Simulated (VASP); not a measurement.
Write the native input for VASP 6.6.1 that does the following.

```
Task                   : electrostatic potential
Functional             : r2SCAN
Potentials or basis    : VASP PAW PBE potentials, release 64 (Ba_sv, O)
Cutoff                 : 520 eV
k mesh                 : 8 × 8 × 8
Occupations            : gaussian, width 0.02 eV
Spin                   : no spin polarisation
Further INCAR settings : ALGO = Normal; EDIFF = 1e-07
```

The structure of BaO lies in POSCAR:

```
BaO                                     
1.0
    0.0000000000      2.8066082545      2.8066082545
    2.8066082545     -0.0000000000      2.8066082545
    2.8066082545      2.8066082545     -0.0000000000
  Ba              O             
     1     1
Direct
     0.0000000000000000    0.0000000000000000    0.0000000000000000
     0.5000000000000000    0.5000000000000000    0.5000000000000000
```

One way to write it, as run:

INCAR

```
PREC = Accurate
ENCUT = 520
EDIFF = 1E-7
ISMEAR = 0
SIGMA = 0.02
LREAL = False
LASPH = True
NELM = 60
ALGO = Normal
ISIF = 2
LWAVE = False
LCHARG = True
METAGGA = R2SCAN
LMIXTAU = True
LVHAR = True
KPAR = 4
```

KPOINTS

```
Automatic mesh
0
Gamma
  8 8 8
```

Potentials or basis: VASP PAW PBE potentials, release 64 (Ba_sv, O).

Launch:

```console
$ cat potpaw_PBE.64/Ba_sv/POTCAR potpaw_PBE.64/O/POTCAR > POTCAR
$ mpirun -np 4 vasp_std > vasp.out
```

Results of the run:

- Pressure: -1.2 GPa
- Band gap on the k mesh: 2.44 eV

Caveat: the PAW data sets were made with another functional, which shifts forces and pressure a little; spin-orbit coupling is left out, which moves the levels of the heavy elements.

Run time: 18 s on 4 MPI ranks on Intel(R) Xeon(R) 6975P-C (Granite Rapids), with other jobs on the host, peak memory 0.17 GiB a rank.
